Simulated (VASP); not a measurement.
Here is a VASP 6.6.1 calculation.

INCAR

```
SYSTEM = H
PREC     = Accurate       ! precision mode
ENCUT    = 520            ! plane-wave cutoff, eV
EDIFF    = 1E-7           ! SCF threshold, eV
ISMEAR   = 0              ! smearing method
SIGMA    = 0.05           ! smearing width, eV
LREAL    = .False.        ! projectors in reciprocal space
LASPH    = .True.         ! aspherical terms in the spheres
NELM     = 80             ! most SCF steps
ALGO     = Normal         ! electronic algorithm
ISIF     = 2              ! what is computed and relaxed
LWAVE    = .False.        ! write WAVECAR
LCHARG   = .False.        ! write CHGCAR
GGA      = PS             ! functional
NBANDS   = 6              ! bands
```

File KPOINTS:

```
Automatic mesh
0
Gamma
  10 10 26
  0 0 0
```

The input POSCAR:

```
H
1.0
    2.5436531893      0.0000000000      0.0000000000
    0.0000000000      2.5436531893      0.0000000000
    0.0000000000      0.0000000000      0.9412732032
H
1
Direct
    0.0000000000      0.0000000000      0.5000000000
```

Potentials or basis: VASP PAW PBE potentials, release 64 (H).

The run is started by

```bash
$ cat potpaw_PBE.64/H/POTCAR > POTCAR
$ mpirun -np 1 vasp_std > vasp.out
```

Task: What does it give for the pressure?

Result: 7.4 GPa.

Stress tensor (GPa, compression positive):
```
 2.26  0.00  0.00
 0.00  2.26  0.00
 0.00  0.00 17.70
```

Caveat: the cell differs from its parent crystal (strain -0.040 along x and y, -0.040 along z); the PAW data sets were made with another functional, which shifts forces and pressure a little.
